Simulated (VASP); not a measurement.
# HC12 in VASP: notebook

Runs on HC12. Level: PBE+D3(BJ). Tasks: single point.

Everything below comes from runs of VASP 6.6.1. Logs are shortened: lines on timing, memory, paths and dates and some standing lists are left out, and cuts for length are marked.

### Step 1. The cell of the first run

The cell holds a slab with vacuum, 13 atoms: a = 4.931 Å, b = 4.010 Å, c = 21.601 Å, α = 90.00°, β = 90.00°, γ = 90.00°.

### Step 2. Single point, PBE+D3(BJ), collinear spin

Input file INCAR:

```
SYSTEM = HC12
PREC = Accurate ; ENCUT = 520
EDIFF = 1E-6 ; ISMEAR = 0
SIGMA = 0.05 ; LREAL = .False.
LASPH = .True. ; NELM = 150
ALGO = Normal ; ISIF = 2
LWAVE = .False. ; LCHARG = .False.
ISPIN = 2 ; MAGMOM = 0 0 0 0 0 0 0 0 0 0 0 0 1
LORBIT = 11 ; LDIPOL = .True.
IDIPOL = 3 ; DIPOL = 0.5 0.5 0.302
GGA = PE ; IVDW = 12
NBANDS = 40 ; KPAR = 4
```

Input file KPOINTS:

```
regular mesh
0
Gamma
  6 7 1
  0 0 0
```

Input file POSCAR:

```
HC12
1.0
    4.9311586502      0.0000000000      0.0000000000
    0.0000000000      4.0098697767      0.0000000000
    0.0000000000      0.0000000000     21.6014232414
C H
12 1
Direct
    0.2500000000      0.3776970832      0.1851729840
    0.7500000000      0.3776970832      0.1851729840
    0.0000000000      0.4720802753      0.2130426460
    0.5000000000      0.4720802753      0.2130426460
    0.0000000000      0.6609562027      0.2688143161
    0.5000000000      0.6609562027      0.2688143161
    0.2500000000      0.7503681903      0.2962457608
    0.7500000000      0.7503681903      0.2962457608
    0.2500000000      0.9412921293      0.3552728042
    0.7500000000      0.9412921293      0.3552728042
    0.0000000000      0.0234303656      0.3796705036
    0.5000000000      0.0234303656      0.3796705036
    0.1666666667      0.5234303656      0.5231795662
```

Potentials or basis: VASP PAW PBE potentials, release 64 (C, H).

On the command line:

```sh
cat potpaw_PBE.64/C/POTCAR potpaw_PBE.64/H/POTCAR > POTCAR
mpirun -np 4 vasp_std > vasp.out
```

OUTCAR:

```text
SYSTEM = HC12
   PREC = Accurate
   ENCUT = 520
   EDIFF = 1E-6
   ISMEAR = 0
   LREAL = .False.
   LASPH = .True.
   NELM = 150
   ISIF = 2
   ISPIN = 2
   LORBIT = 11
   GGA = PE
   IVDW = 12
 IVDW          = 12

 ion  position               nearest neighbor table
   1  0.250  0.378  0.185-   3 1.42   4 1.42
   2  0.750  0.378  0.185-   3 1.42   4 1.42
   3  0.000  0.472  0.213-   5 1.42   2 1.42   1 1.42
   4  0.500  0.472  0.213-   6 1.42   2 1.42   1 1.42
   5  0.000  0.661  0.269-   7 1.41   8 1.41   3 1.42
   6  0.500  0.661  0.269-   7 1.41   8 1.41   4 1.42
   7  0.250  0.750  0.296-   5 1.41   6 1.41   9 1.49
   8  0.750  0.750  0.296-   5 1.41   6 1.41  10 1.49
   9  0.250  0.941  0.355-  11 1.38  12 1.38   7 1.49
  10  0.750  0.941  0.355-  11 1.38  12 1.38   8 1.49
  11  0.000  0.023  0.380-   9 1.38  10 1.38
  12  0.500  0.023  0.380-   9 1.38  10 1.38
  13  0.167  0.523  0.523-

  LATTYP: Found a simple orthorhombic cell.
 ALAT       =     4.0098697767
 B/A-ratio  =     1.2297553100
 C/A-ratio  =     5.3870635318

  Lattice vectors:

 A1 = (   0.0000000000,  -4.0098697767,   0.0000000000)
 A2 = (   4.9311586502,   0.0000000000,   0.0000000000)
 A3 = (   0.0000000000,   0.0000000000,  21.6014232414)

Analysis of symmetry for initial positions (statically):
=====================================================================
 Subroutine PRICEL returns:
 Original cell was already a primitive cell.

 Routine SETGRP: Setting up the symmetry group for a
 simple orthorhombic supercell.

 Subroutine GETGRP returns: Found  1 space group operations
 (whereof  1 operations were pure point group operations)
 out of a pool of  8 trial point group operations.

The static configuration has the point symmetry C_1 .

Analysis of symmetry for dynamics (positions and initial velocities):
=====================================================================
 Subroutine PRICEL returns:
 Original cell was already a primitive cell.

 Routine SETGRP: Setting up the symmetry group for a
 simple orthorhombic supercell.

 Subroutine GETGRP returns: Found  1 space group operations
 (whereof  1 operations were pure point group operations)
 out of a pool of  8 trial point group operations.

The dynamic configuration has the point symmetry C_1 .

Analysis of structural, dynamic, and magnetic symmetry:
=====================================================================
 Subroutine PRICEL returns:
 Original cell was already a primitive cell.

 Routine SETGRP: Setting up the symmetry group for a
 simple orthorhombic supercell.

 Subroutine GETGRP returns: Found  1 space group operations
 (whereof  1 operations were pure point group operations)
 out of a pool of  8 trial point group operations.

The overall configuration has the point symmetry C_1 .

 Subroutine INISYM returns: Found  1 space group operations
 (whereof  1 operations are pure point group operations),
 and found     1 'primitive' translations

----------------------------------------------------------------------------------------

                                     Primitive cell

  volume of cell :     427.1315

  direct lattice vectors                    reciprocal lattice vectors
     4.931158650  0.000000000  0.000000000     0.202792096  0.000000000  0.000000000
     0.000000000  4.009869777  0.000000000     0.000000000  0.249384657  0.000000000
     0.000000000  0.000000000 21.601423241     0.000000000  0.000000000  0.046293246

  length of vectors
     4.931158650  4.009869777 21.601423241     0.202792096  0.249384657  0.046293246

  position of ions in fractional coordinates (direct lattice)
     0.250000000  0.377697083  0.185172984
     0.750000000  0.377697083  0.185172984
     0.000000000  0.472080275  0.213042646
     0.500000000  0.472080275  0.213042646
     0.000000000  0.660956203  0.268814316
     0.500000000  0.660956203  0.268814316
     0.250000000  0.750368190  0.296245761
     0.750000000  0.750368190  0.296245761
     0.250000000  0.941292129  0.355272804
     0.750000000  0.941292129  0.355272804
     0.000000000  0.023430366  0.379670504
     0.500000000  0.023430366  0.379670504
     0.166666667  0.523430366  0.523179566

  ion indices of the primitive-cell ions
   primitive index   ion index
                 1           1
                 2           2
                 3           3
                 4           4
                 5           5
                 6           6
                 7           7
                 8           8
                 9           9
                10          10
                11          11
                12          12
[... 53 lines left out ...]
   number of dos      NEDOS =    301   number of ions     NIONS =     13
   total plane-waves  NPLWV = 194400
   dimension x,y,z NGX =    40 NGY =   30 NGZ =  162
   dimension x,y,z NGXF=    80 NGYF=   60 NGZF=  324
   ions per type =              12   1
   NGX,Y,Z   is equivalent  to a cutoff of  13.49, 12.44, 12.47 a.u.
   NGXF,Y,Z  is equivalent  to a cutoff of  26.97, 24.88, 24.94 a.u.
 SYSTEM =  HC12
   PREC   = accura    normal or accurate (medium, high low for compatibility)
   ISTART =      0    job   : 0-new  1-cont  2-samecut
   ICHARG =      2    charge: 1-file 2-atom 10-const
   ISPIN  =      2    spin polarized calculation?
   LNONCOLLINEAR =      F non collinear calculations
   LSORBIT =      F    spin-orbit coupling
   LASPH  =      T    aspherical Exc in radial PAW
   ENCUT  =  520.0 eV  38.22 Ry    6.18 a.u.   9.17  7.46 40.16*2*pi/ulx,y,z
   NELM   =    150;   NELMIN=  2; NELMDL= -5     # of ELM steps
   EDIFF  = 0.1E-05   stopping-criterion for ELM
   LREAL  =      F    real-space projection
   EDIFFG = 0.1E-04   stopping-criterion for IOM
   NSW    =      0    number of steps for IOM
   IBRION =     -1    ionic relax: 0-MD 1-quasi-New 2-CG
   NFREE  =      0    steps in history (QN), initial steepest desc. (CG)
   ISIF   =      2    stress and relaxation
   ISYM   =      2    0-nonsym 1-usesym 2-fastsym
   POTIM  = 0.5000    time-step for ionic-motion
   TEBEG  =    0.0;   TEEND  =   0.0 temperature during run
   PSTRESS=    0.0 pullay stress
   NELECT =      49.0000    total number of electrons
   NUPDOWN=      -1.0000    fix difference up-down
   EMIN   =  10.00;   EMAX   =-10.00  energy-range for DOS
   EFERMI =   0.00;   METHOD = LEGACY
   ISMEAR =     0;   SIGMA  =   0.05  broadening in eV -4-tet -1-fermi 0-gaus
   EFERMI_NEDOS =   21; number of points for ismear=-14 and -15
   IALGO  =     38    algorithm
   IMIX   =      4    mixing-type and parameters
     AMIX     =   0.40;   BMIX     =  1.00
     AMIX_MAG =   1.60;   BMIX_MAG =  1.00
  volume/ion in A,a.u.               =      32.86       221.73
  Fermi-wavevector in a.u.,A,eV,Ry     =   0.795462  1.503206  8.609228  0.632760
  Thomas-Fermi vector in A             =   1.901795
   LORBIT       =     11    0 simple, 1 ext, 2 COOP (PROOUT), +10 PAW based schemes
   GGA     = PE    functional components
   LHFCALC =     F    Hartree Fock is set to
   AEXX    =    0.0000 exact exchange contribution
   IVDW    =    12    specifies the selected vdW correction
   LEPSILON=     F    determine dielectric tensor
   LRPA    =     F    only Hartree local field effects (RPA)
 spin polarized calculation
 Gauss-broadening in eV      SIGMA  =   0.05
  energy-cutoff  :      520.00
  volume of cell :      427.13
 maximum number of plane-waves:     11558
 NGX is ok and might be reduce to    40
   NGX = 19   NGY = 15   NGZ = 81

 dipolmoment           0.000000      0.000000      0.000144 electrons x Angstroem

 number of electron      49.0000007 magnetization       1.0121896

 dipolmoment           0.000000      0.000000     -0.063556 electrons x Angstroem

 Free energy of the ion-electron system (eV)
  ---------------------------------------------------
  ext. energy  EPLUGINS =         0.00000000
  ---------------------------------------------------
  free energy    TOTEN  =       -98.88987570 eV

  energy without entropy =      -98.87612337  energy(sigma->0) =      -98.88299953

 E-fermi :  -3.6839     XC(G=0):  -3.5420

 val. band max:       -3.7064638721   @ k =   0.5000   0.4286   0.0000
 cond. band min:      -3.6711166231   @ k =   0.5000   0.0000   0.0000
 fundamental gap:      0.0353472490
 Fermi energy:        -3.6838538122

 spin component 1

 k-point     1 :       0.0000    0.0000    0.0000
  band No.  band energies     occupation
      1     -22.3698      1.00000
      2     -20.6058      1.00000
      3     -18.1911      1.00000
      4     -18.1777      1.00000
      5     -18.1306      1.00000
      6     -16.4658      1.00000
[... 847 lines left out ...]
     35       4.2084      0.00000
     36       4.8628      0.00000
 Fermi energy:        -3.6838538122

 spin component 2

 k-point     1 :       0.0000    0.0000    0.0000
  band No.  band energies     occupation
      1     -22.3683      1.00000
      2     -20.6031      1.00000
      3     -18.1891      1.00000
      4     -18.1765      1.00000
      5     -18.1290      1.00000
      6     -16.4609      1.00000
[... 847 lines left out ...]
     35       5.1214      0.00000
     36       5.1677      0.00000
 [bands above 36 left out]

------------------------ aborting loop because EDIFF is reached ----------------------------------------

 vacuum level on the upper side and lower side of the slab       (xc-potential included)        -0.283         0.285

 Edisp (eV)   -1.31311

 E8    (eV) :    -0.3892

  FORCE on cell =-STRESS in cart. coord.  units (eV):
  Direction    XX          YY          ZZ          XY          YZ          ZX
  --------------------------------------------------------------------------------------
  -------------------------------------------------------------------------------------
  Total      -0.44109     0.33990     1.44181     0.00116     0.85253     0.00068
  in kB      -1.65455     1.27497     5.40826     0.00434     3.19784     0.00255
  external pressure =        1.68 kB  Pullay stress =        0.00 kB

 VOLUME and BASIS-vectors are now :
 -----------------------------------------------------------------------------
  energy-cutoff  :      520.00
  volume of cell :      427.13
      direct lattice vectors                 reciprocal lattice vectors
     4.931158650  0.000000000  0.000000000     0.202792096  0.000000000  0.000000000
     0.000000000  4.009869777  0.000000000     0.000000000  0.249384657  0.000000000
     0.000000000  0.000000000 21.601423241     0.000000000  0.000000000  0.046293246

 POSITION                                       TOTAL-FORCE (eV/Angst)
 -----------------------------------------------------------------------------------
      1.23279      1.51452      4.00000         0.000359      0.859290      1.479127
      3.69837      1.51452      4.00000        -0.000366      0.859111      1.478469
      0.00000      1.89298      4.60202        -0.003007     -1.614375     -2.842415
      2.46558      1.89298      4.60202         0.003029     -1.613992     -2.842258
      0.00000      2.65035      5.80677        -0.006783      0.724392      1.322245
      2.46558      2.65035      5.80677         0.006793      0.724667      1.322116
      1.23279      3.00888      6.39933        -0.000397      0.019413      0.019502
      3.69837      3.00888      6.39933         0.000465      0.011827      0.009410
      1.23279      3.77446      7.67440         0.002090      0.011246      0.018793
      3.69837      3.77446      7.67440        -0.001996     -0.020770     -0.030392
      0.00000      0.09395      8.20142        -0.020615      0.019867      0.052870
      2.46558      0.09395      8.20142         0.020124      0.025191      0.053031
      0.82186      2.09889     11.30142         0.000303     -0.005866     -0.040499
 -----------------------------------------------------------------------------------
    total drift:                               -0.000003      0.000055     -0.000164

  FREE ENERGIE OF THE ION-ELECTRON SYSTEM (eV)
  ---------------------------------------------------
  free  energy   TOTEN  =      -100.2029900293 eV

  energy  without entropy=     -100.1892377004  energy(sigma->0) =     -100.19611386

 vacuum level on the upper side and lower side of the slab         2.377         2.958

 total charge

# of ion       s       p       d       tot
------------------------------------------
    1        0.911   1.522   0.000   2.432
    2        0.910   1.522   0.000   2.432
    3        0.869   1.763   0.000   2.632
    4        0.869   1.763   0.000   2.632
    5        0.876   1.775   0.000   2.651
    6        0.876   1.775   0.000   2.651
    7        0.872   1.733   0.000   2.605
    8        0.872   1.733   0.000   2.605
    9        0.871   1.780   0.000   2.651
   10        0.871   1.780   0.000   2.651
   11        0.918   1.591   0.000   2.509
   12        0.918   1.591   0.000   2.509
   13        0.378   0.000   0.000   0.378
--------------------------------------------------
tot         11.010  20.329   0.000  31.339

 magnetization (x)

# of ion       s       p       d       tot
------------------------------------------
    1       -0.000   0.000   0.000   0.000
    2       -0.001  -0.001   0.000  -0.001
    3        0.000   0.000   0.000   0.000
    4       -0.000   0.000   0.000  -0.000
    5       -0.000   0.000   0.000   0.000
    6       -0.000   0.000   0.000   0.000
    7       -0.000  -0.002   0.000  -0.003
    8        0.001   0.003   0.000   0.003
    9       -0.001  -0.000   0.000  -0.001
   10        0.001   0.001   0.000   0.002
   11        0.002   0.007   0.000   0.009
   12        0.001   0.003   0.000   0.003
   13        0.377   0.000   0.000   0.377
--------------------------------------------------
tot          0.379   0.012   0.000   0.391
```

It took 12 min on 4 MPI ranks of Oxide Virtual Turin-like, shared host; peak memory 0.96 GiB.

What came out:

```
Free energy                                           : -100.2030 eV
Largest force                                         : 3.269 eV/Å
Band gap on the k mesh                                : 0.04 eV (least direct gap 0.07 eV)
Net moment                                            : 1.01 μB per cell
Site moments                                          : C +0.00, -0.00, +0.01 (each value once); H +0.38 μB
Valence electrons inside the program's atomic spheres : C 2.43, 2.63, 2.65, 2.60, 2.51 (each value once); H 0.38
Dispersion energy per atom                            : -0.101 eV
```

Forces on the atoms (eV/Å):
```
C    0.000  0.859  1.479
C    0.000  0.859  1.478
C   -0.003 -1.614 -2.842
C    0.003 -1.614 -2.842
C   -0.007  0.724  1.322
C    0.007  0.725  1.322
C    0.000  0.019  0.020
C    0.000  0.012  0.009
C    0.002  0.011  0.019
C   -0.002 -0.021 -0.030
C   -0.021  0.020  0.053
C    0.020  0.025  0.053
H    0.000 -0.006 -0.040
```

Levels at points of the mesh, in eV from the valence-band top:
Spin up:
```csv
k point,band 22,band 23,band 24,band 25,band 26,band 27,band 28,band 29
"(0.00, 0.00, 0.00)",-1.60,-0.45,-0.31,-0.26,0.64,0.82,1.26,2.18
"(0.50, 0.00, 0.00)",-1.89,-1.64,-0.06,-0.04,0.04,0.06,3.06,3.06
```
Spin down:
```csv
k point,band 21,band 22,band 23,band 24,band 25,band 26,band 27,band 28
"(0.00, 0.00, 0.00)",-1.60,-0.42,-0.34,-0.26,0.60,0.83,1.26,2.18
"(0.50, 0.00, 0.00)",-1.90,-1.89,-0.06,-0.05,0.04,0.04,3.06,3.06
```

### Step 3. Single point, PBE+D3(BJ), collinear spin

Input file INCAR:

```
PREC = Accurate ; ENCUT = 520
EDIFF = 1E-6 ; ISMEAR = 0
SIGMA = 0.05 ; LREAL = F
LASPH = T ; NELM = 150
ALGO = Normal ; ISIF = 2
LWAVE = F ; LCHARG = F
ISPIN = 2 ; MAGMOM = 0 0 0 0 0 0 0 0 0 0 0 0 1
LORBIT = 11 ; LDIPOL = T
IDIPOL = 3 ; DIPOL = 0.5 0.5 0.302
GGA = PE ; IVDW = 12
NBANDS = 40 ; KPAR = 4
```

Input file KPOINTS:

```
regular mesh
0
Gamma
  6 7 1
```

Edit POSCAR of step 2 so:

```diff
@@ -20,2 +20,2 @@
     0.5000000000      0.0234303656      0.3796705036
-    0.1666666667      0.5234303656      0.5231795662
+    0.1666666667      0.3567636989      0.5231795662
```

Potentials or basis: VASP PAW PBE potentials, release 64 (C, H).

On the command line:

```sh
cat potpaw_PBE.64/C/POTCAR potpaw_PBE.64/H/POTCAR > POTCAR
mpirun -np 4 vasp_std > vasp.out
```

Run time: 16 min. Hardware: 4 MPI ranks of Oxide Virtual Turin-like, shared host; peak memory 0.96 GiB.

It converged, with:

| Item | Value |
| --- | --- |
| Free energy | -100.2102 eV |
| Largest force | 3.269 eV/Å |
| Band gap on the k mesh | 0.03 eV (least direct gap 0.07 eV) |
| Net moment | 1.02 μB per cell |
| Site moments | C +0.00, -0.00, +0.01, +0.02 (each value once); H +0.38 μB |
| Valence electrons inside the program's atomic spheres | C 2.43, 2.63, 2.65, 2.60, 2.61, 2.51 (each value once); H 0.38 |
| Dispersion energy per atom | -0.101 eV |

Forces on the atoms (eV/Å):
```
C    0.001  0.859  1.478
C   -0.001  0.858  1.477
C   -0.005 -1.614 -2.842
C    0.005 -1.613 -2.840
C   -0.011  0.724  1.321
C    0.011  0.724  1.321
C   -0.001  0.022  0.024
C    0.002  0.011  0.009
C    0.002  0.019  0.031
C   -0.002 -0.033 -0.053
C   -0.033  0.026  0.066
C    0.032  0.033  0.070
H    0.001 -0.014 -0.060
```

Levels at points of the mesh, in eV from the valence-band top:
Spin up:
```
           k point  band 23  band 24  band 25  band 26  band 27  band 28
(0.00, 0.00, 0.00)    -0.47    -0.31    -0.26     0.64     0.82     1.26
(0.50, 0.00, 0.00)    -1.70    -0.07    -0.04     0.03     0.06     3.06
```
Spin down:
| k point | band 21 | band 22 | band 23 | band 24 | band 25 | band 26 | band 27 | band 28 |
| --- | --- | --- | --- | --- | --- | --- | --- | --- |
| (0.00, 0.00, 0.00) | -1.61 | -0.41 | -0.35 | -0.27 | 0.59 | 0.83 | 1.25 | 2.17 |
| (0.50, 0.00, 0.00) | -1.90 | -1.90 | -0.06 | -0.05 | 0.03 | 0.04 | 3.05 | 3.06 |

Caveat: a moment this small can come from the mesh or the smearing.
